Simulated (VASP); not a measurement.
Write the native input for VASP 6.6.1 that does the following.

- Task: single point
- Functional: RPBE
- Potentials or basis: VASP PAW PBE potentials, release 64 (Cl, Na_pv)
- Cutoff: 520 eV
- k mesh: 8 × 8 × 8
- Occupations: fermi-dirac, width 0.05 eV
- Spin: no spin polarisation
- Dipole correction: no
- Further INCAR settings: ALGO = Normal; EDIFF = 1e-06; NBANDS = 14

The structure of NaCl lies in POSCAR:

```
NaCl
1.0
    0.0000000000      2.7940632177      2.7940632177
    2.7940632177      0.0000000000      2.7940632177
    2.7940632177      2.7940632177      0.0000000000
Cl Na
1 1
Direct
    0.5000000000      0.5000000000      0.5000000000
    0.0000000000      0.0000000000      0.0000000000
```

One way to write it, as run:

INCAR

```
SYSTEM = NaCl
ALGO = Normal
EDIFF = 1E-6
ENCUT = 520
GGA = RP
ISIF = 2
ISMEAR = -1
LASPH = .True.
LCHARG = .False.
LREAL = .False.
LWAVE = .False.
NBANDS = 14
NELM = 80
PREC = Accurate
SIGMA = 0.05
```

KPOINTS

```
k-points
0
Gamma
  8 8 8
  0 0 0
```

Potentials or basis: VASP PAW PBE potentials, release 64 (Cl, Na_pv).

Run with:

```sh
$ cat potpaw_PBE.64/Cl/POTCAR potpaw_PBE.64/Na_pv/POTCAR > POTCAR
$ mpirun -np 1 vasp_std > vasp.out
```

Results of the run:

```yaml
Pressure: 3.5 GPa
Band_gap_on_the_k_mesh: 5.54 eV, direct
```

Caveat: the PAW data sets were made with another functional, which shifts forces and pressure a little.

Run time: 12 s on 1 thread of Intel(R) Xeon(R) Platinum 8488C (Sapphire Rapids), with other jobs on the host, peak memory 0.16 GiB.
